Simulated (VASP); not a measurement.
# BP (F-43m) in VASP: dielectric tensor with r2SCAN

Aim: the dielectric tensor of BP with r2SCAN.

Everything below comes from runs of VASP 6.6.1. Logs are shortened: lines on timing, memory, paths and dates and some standing lists are left out, and cuts for length are marked.

## Step 1: The cell of the first run

It takes space group F-43m (No. 216, cubic). Conventional cell: a = 4.537 Å, b = 4.537 Å, c = 4.537 Å, α = 90.00°, β = 90.00°, γ = 90.00°. Within 2.6 Å of B (site symmetry -43m) lie 4 P at 1.96 Å. P (site symmetry -43m) has 4 B at 1.96 Å within 2.6 Å.

## Step 2: Dielectric tensor, r2SCAN

File INCAR:

```
PREC = Accurate
ENCUT = 520
EDIFF = 1E-8
ISMEAR = 0
SIGMA = 0.01
LREAL = False
LASPH = True
NELM = 80
ALGO = Normal
ISIF = 2
LWAVE = False
LCHARG = False
METAGGA = R2SCAN
LMIXTAU = True
LCALCEPS = True
```

File KPOINTS:

```
Automatic mesh
0
Gamma
  8 8 8
```

File POSCAR:

```
BP
1.0
    0.0000000000      2.2683154741      2.2683154741
    2.2683154741      0.0000000000      2.2683154741
    2.2683154741      2.2683154741      0.0000000000
B P
1 1
Direct
    0.0000000000      0.0000000000      0.0000000000
    0.2500000000      0.2500000000      0.2500000000
```

Potentials or basis: VASP PAW PBE potentials, release 64 (B, P).

Launch:

```
cat potpaw_PBE.64/B/POTCAR potpaw_PBE.64/P/POTCAR > POTCAR
mpirun -np 1 vasp_std > vasp.out
```

OUTCAR:

```text
PREC = Accurate
   ENCUT = 520
   EDIFF = 1E-8
   ISMEAR = 0
   LREAL = False
   LASPH = True
   NELM = 80
   ISIF = 2
   METAGGA = R2SCAN

 ion  position               nearest neighbor table
   1  0.000  0.000  0.000-   2 1.96   2 1.96   2 1.96   2 1.96
   2  0.250  0.250  0.250-   1 1.96   1 1.96   1 1.96   1 1.96

  LATTYP: Found a face centered cubic cell.
 ALAT       =     4.5366309482

  Lattice vectors:

 A1 = (   0.0000000000,   2.2683154741,   2.2683154741)
 A2 = (   2.2683154741,   0.0000000000,   2.2683154741)
 A3 = (   2.2683154741,   2.2683154741,   0.0000000000)

Analysis of symmetry for initial positions (statically):
=====================================================================
 Subroutine PRICEL returns:
 Original cell was already a primitive cell.

 Routine SETGRP: Setting up the symmetry group for a
 face centered cubic supercell.

 Subroutine GETGRP returns: Found 24 space group operations
 (whereof 24 operations were pure point group operations)
 out of a pool of 48 trial point group operations.

The static configuration has the point symmetry T_d .

Analysis of symmetry for dynamics (positions and initial velocities):
=====================================================================
 Subroutine PRICEL returns:
 Original cell was already a primitive cell.

 Routine SETGRP: Setting up the symmetry group for a
 face centered cubic supercell.

 Subroutine GETGRP returns: Found 24 space group operations
 (whereof 24 operations were pure point group operations)
 out of a pool of 48 trial point group operations.

The dynamic configuration has the point symmetry T_d .

 Subroutine INISYM returns: Found 24 space group operations
 (whereof 24 operations are pure point group operations),
 and found     1 'primitive' translations

----------------------------------------------------------------------------------------

                                     Primitive cell

  volume of cell :      23.3421

  direct lattice vectors                    reciprocal lattice vectors
     0.000000000  2.268315474  2.268315474    -0.220427893  0.220427893  0.220427893
     2.268315474  0.000000000  2.268315474     0.220427893 -0.220427893  0.220427893
     2.268315474  2.268315474  0.000000000     0.220427893  0.220427893 -0.220427893

  length of vectors
     3.207882507  3.207882507  3.207882507     0.381792310  0.381792310  0.381792310

  position of ions in fractional coordinates (direct lattice)
     0.000000000  0.000000000  0.000000000
     0.250000000  0.250000000  0.250000000

  ion indices of the primitive-cell ions
   primitive index   ion index
                 1           1
                 2           2

----------------------------------------------------------------------------------------

 KPOINTS: Automatic mesh

Automatic generation of k-mesh.
 Grid dimensions read from file:
 generate k-points for:    8    8    8

 Generating k-lattice:

  Cartesian coordinates                     Fractional coordinates (reciprocal lattice)
    -0.027553487  0.027553487  0.027553487     0.125000000  0.000000000  0.000000000
     0.027553487 -0.027553487  0.027553487     0.000000000  0.125000000  0.000000000
     0.027553487  0.027553487 -0.027553487     0.000000000  0.000000000  0.125000000

  Length of vectors
     0.047724039  0.047724039  0.047724039

  Shift w.r.t. Gamma in fractional coordinates (k-lattice)
     0.000000000  0.000000000  0.000000000

 Subroutine IBZKPT returns following result:
 ===========================================

 Found     29 irreducible k-points:

 Following reciprocal coordinates:
            Coordinates               Weight
  0.000000  0.000000  0.000000      1.000000
  0.125000  0.000000  0.000000      8.000000
  0.250000  0.000000  0.000000      8.000000
  0.375000  0.000000  0.000000      8.000000
  0.500000  0.000000  0.000000      4.000000
  0.125000  0.125000  0.000000      6.000000
[... 16 lines left out ...]
  0.500000  0.250000  0.125000     48.000000
 -0.375000  0.250000  0.125000     24.000000
 [... further k-points ...]
   k-points           NKPTS =     29   k-points in BZ     NKDIM =     29   number of bands    NBANDS=      8
   number of dos      NEDOS =    301   number of ions     NIONS =      2
   total plane-waves  NPLWV =  13824
   dimension x,y,z NGX =    24 NGY =   24 NGZ =   24
   dimension x,y,z NGXF=    48 NGYF=   48 NGZF=   48
   ions per type =               1   1
   NGX,Y,Z   is equivalent  to a cutoff of  12.44, 12.44, 12.44 a.u.
   NGXF,Y,Z  is equivalent  to a cutoff of  24.88, 24.88, 24.88 a.u.
 SYSTEM =  unknown system
   PREC   = accura    normal or accurate (medium, high low for compatibility)
   ISTART =      0    job   : 0-new  1-cont  2-samecut
   ICHARG =      2    charge: 1-file 2-atom 10-const
   ISPIN  =      1    spin polarized calculation?
   LNONCOLLINEAR =      F non collinear calculations
   LSORBIT =      F    spin-orbit coupling
   LASPH  =      T    aspherical Exc in radial PAW
   ENCUT  =  520.0 eV  38.22 Ry    6.18 a.u.   5.96  5.96  5.96*2*pi/ulx,y,z
   NELM   =     80;   NELMIN=  2; NELMDL= -5     # of ELM steps
   EDIFF  = 0.1E-07   stopping-criterion for ELM
   LREAL  =      F    real-space projection
   EDIFFG = 0.1E-06   stopping-criterion for IOM
   NSW    =      0    number of steps for IOM
   IBRION =     -1    ionic relax: 0-MD 1-quasi-New 2-CG
   NFREE  =      0    steps in history (QN), initial steepest desc. (CG)
   ISIF   =      2    stress and relaxation
   ISYM   =      2    0-nonsym 1-usesym 2-fastsym
   POTIM  = 0.5000    time-step for ionic-motion
   TEBEG  =    0.0;   TEEND  =   0.0 temperature during run
   PSTRESS=    0.0 pullay stress
   NELECT =       8.0000    total number of electrons
   NUPDOWN=      -1.0000    fix difference up-down
   EMIN   =  10.00;   EMAX   =-10.00  energy-range for DOS
   EFERMI =   0.00;   METHOD = LEGACY
   ISMEAR =     0;   SIGMA  =   0.01  broadening in eV -4-tet -1-fermi 0-gaus
   EFERMI_NEDOS =   21; number of points for ismear=-14 and -15
   IALGO  =     38    algorithm
   IMIX   =      4    mixing-type and parameters
     AMIX     =   0.40;   BMIX     =  1.00
     AMIX_MAG =   1.60;   BMIX_MAG =  1.00
  volume/ion in A,a.u.               =      11.67        78.76
  Fermi-wavevector in a.u.,A,eV,Ry     =   1.145666  2.164995 17.858336  1.312551
  Thomas-Fermi vector in A             =   2.282354
   LORBIT       =      0    0 simple, 1 ext, 2 COOP (PROOUT), +10 PAW based schemes
   METAGGA = R2SCAN    functional components
   LHFCALC =     F    Hartree Fock is set to
   AEXX    =    0.0000 exact exchange contribution
   IVDW    =     0    specifies the selected vdW correction
   LEPSILON=     F    determine dielectric tensor
   LRPA    =     F    only Hartree local field effects (RPA)
   LRPA       =     F
 non-spin polarized calculation
 Gauss-broadening in eV      SIGMA  =   0.01
  energy-cutoff  :      520.00
  volume of cell :       23.34
 maximum number of plane-waves:       638
   NGX = 11   NGY = 11   NGZ = 11

 number of electron       8.0000000 magnetization

 Free energy of the ion-electron system (eV)
  ---------------------------------------------------
  ext. energy  EPLUGINS =         0.00000000
  ---------------------------------------------------
  free energy    TOTEN  =       -17.30956970 eV

  energy without entropy =      -17.30956970  energy(sigma->0) =      -17.30956970

 E-fermi :   7.4537     XC(G=0): -11.5046

 val. band max:        7.4008759951   @ k =   0.0000   0.0000   0.0000
 cond. band min:   10000.0000000000   @ k =   0.0000   0.0000   0.0000
 fundamental gap:   9992.5991240049
 Fermi energy:         7.4537477155

 k-point     1 :       0.0000    0.0000    0.0000
  band No.  band energies     occupation
      1      -8.8673      2.00000
      2       7.4004      2.00000
      3       7.4005      2.00000
      4       7.4009      2.00000
      5   10000.0000      0.00000
      6   10000.0000      0.00000
      7   10000.0000      0.00000
      8   10000.0000      0.00000
[... 243 lines left out ...]
 k-point    24 :      -0.3750    0.2500    0.1250
  band No.  band energies     occupation
      1      -4.6692      2.00000
      2      -1.5139      2.00000
      3       2.6341      2.00000
      4       4.1178      2.00000
      5   10000.0000      0.00000
      6   10000.0000      0.00000
      7   10000.0000      0.00000
      8   10000.0000      0.00000

 [... further k-points ...]

------------------------ aborting loop because EDIFF is reached ----------------------------------------

            Ionic dipole moment: p[ion]=(     5.67079     5.67079     5.67079 ) |e| Angst

 Total electronic dipole moment: p[elc]=(     0.00115     0.00115     0.01099 ) |e| Angst

 MACROSCOPIC STATIC DIELECTRIC TENSOR (including local field effects)
 ------------------------------------------------------
           8.632895     0.000000     0.000000
           0.000000     8.632895    -0.000000
          -0.000000     0.000000     8.632895
 ------------------------------------------------------

 PIEZOELECTRIC TENSOR (including local field effects) (e Angst)
          XX          YY          ZZ          XY          YZ          ZX
  --------------------------------------------------------------------------------
  x     0.00000     0.00000     0.00000    -0.00000     0.09509     0.00000
  y    -0.00000     0.00000    -0.00000     0.00000     0.00000     0.09509
  z    -0.00000    -0.00000     0.00000     0.09509     0.00000    -0.00000

 PIEZOELECTRIC TENSOR (including local field effects) (C/m^2)
          XX          YY          ZZ          XY          YZ          ZX
  --------------------------------------------------------------------------------
  x     0.00000     0.00000     0.00000    -0.00000     0.06527     0.00000
  y    -0.00000     0.00000    -0.00000     0.00000     0.00000     0.06527
  z    -0.00000    -0.00000     0.00000     0.06527     0.00000    -0.00000

 BORN EFFECTIVE CHARGES (including local field effects) (in |e|, cummulative output)
 ---------------------------------------------------------------------------------
 ion    1
    1    -0.44267     0.00000    -0.00000
    2     0.00000    -0.44267     0.00000
    3    -0.00000     0.00000    -0.44267
 ion    2
    1     0.44267     0.00000     0.00000
    2     0.00000     0.44267    -0.00000
    3    -0.00000     0.00000     0.44267

  FORCE on cell =-STRESS in cart. coord.  units (eV):
  Direction    XX          YY          ZZ          XY          YZ          ZX
  --------------------------------------------------------------------------------------
  -------------------------------------------------------------------------------------
  Total       -0.0730406     -0.0730406     -0.0730406      0.0000000      0.0000000     -0.0000000
  in kB       -5.0134239     -5.0134239     -5.0134239      0.0000000      0.0000000     -0.0000000
  external PRESSURE =      -5.0134239 kB  Pullay stress =       0.0000000 kB

 VOLUME and BASIS-vectors are now :
 -----------------------------------------------------------------------------
  energy-cutoff  :      520.00
  volume of cell :       23.34
      direct lattice vectors                 reciprocal lattice vectors
     0.000000000  2.268315474  2.268315474    -0.220427893  0.220427893  0.220427893
     2.268315474  0.000000000  2.268315474     0.220427893 -0.220427893  0.220427893
     2.268315474  2.268315474  0.000000000     0.220427893  0.220427893 -0.220427893

 POSITION                                       TOTAL-FORCE (eV/Angst)
 -----------------------------------------------------------------------------------
      0.00000      0.00000      0.00000         0.000000      0.000000      0.000000
      1.13416      1.13416      1.13416        -0.000000     -0.000000     -0.000000
 -----------------------------------------------------------------------------------
    total drift:                                0.000000      0.000000      0.000000

  FREE ENERGIE OF THE ION-ELECTRON SYSTEM (eV)
  ---------------------------------------------------
  free  energy   TOTEN  =       -17.3095697001 eV

  energy  without entropy=      -17.3095697001  energy(sigma->0) =      -17.30956970
```

It took 33 min on 1 thread of AMD EPYC 7R43 (Zen 3), shared host; peak memory 0.21 GiB.

What came out:

```yaml
Band_gap_on_the_k_mesh: 1.48 eV, indirect (least direct gap 3.64 eV)
Electronic_dielectric_tensor_diagonal: 8.63
Born_charges_mean_of_the_diagonal: B -0.44; P +0.44 e
```

Electronic dielectric tensor:
```
8.63 0.00 0.00
0.00 8.63 0.00
0.00 0.00 8.63
```

Born effective charge tensors (e):
atom 1, B
```
-0.44  0.00  0.00
 0.00 -0.44  0.00
 0.00  0.00 -0.44
```
atom 2, P
```
0.44 0.00 0.00
0.00 0.44 0.00
0.00 0.00 0.44
```

Dipole moments of the cell (e·Å, modulo the quantum): ionic 5.671, 5.671, 5.671; electronic 0.001, 0.001, 0.011

Caveat: the PAW data sets were made with another functional, which shifts forces and pressure a little. A k mesh can miss the band edges.
